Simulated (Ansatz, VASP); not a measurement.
## Two plane-wave programs on SbS4

```
Sb S
1.0
    -3.08694    3.08694    3.08694
     3.08694   -3.08694    3.08694
     3.08694    3.08694   -3.08694
Sb S
1 4
Direct
  0.00000 0.00000 0.00000
  0.50000 0.50000 0.50000
  0.00000 0.00000 0.50000
  0.00000 0.50000 0.00000
  0.50000 0.00000 0.00000
```

Alike in both runs: functional PBE; k mesh 4 × 4 × 4; occupations gaussian, width 0.1 eV; no spin polarisation.

Ansatz relaxed the structure, and its values are those at the end. VASP's run is a single point on that final structure, the one shown.

|  | VASP | Ansatz |
| --- | --- | --- |
| version | VASP 6.6.1 | Ansatz 0.2.0 |
| potentials or method | VASP PAW PBE potentials, release 64 (Sb, S), cutoff 520 eV | scalar-relativistic, plane waves, PAW |
| valence electrons in the cell | 29 | 39 |

|  | VASP | Ansatz | Ansatz less VASP |
| --- | --- | --- | --- |
| gap on the k mesh at the Fermi level (eV) | none | none | - |
| pressure (GPa) | 0.1 | 0.3 | +0.18 |

A gap of «none» marks a metal or a gap that the smearing closes. VASP's potentials hold 29 valence electrons a cell and Ansatz's 39, so a difference there can come from the potentials and not from the codes.

Neither program's run includes spin-orbit coupling.
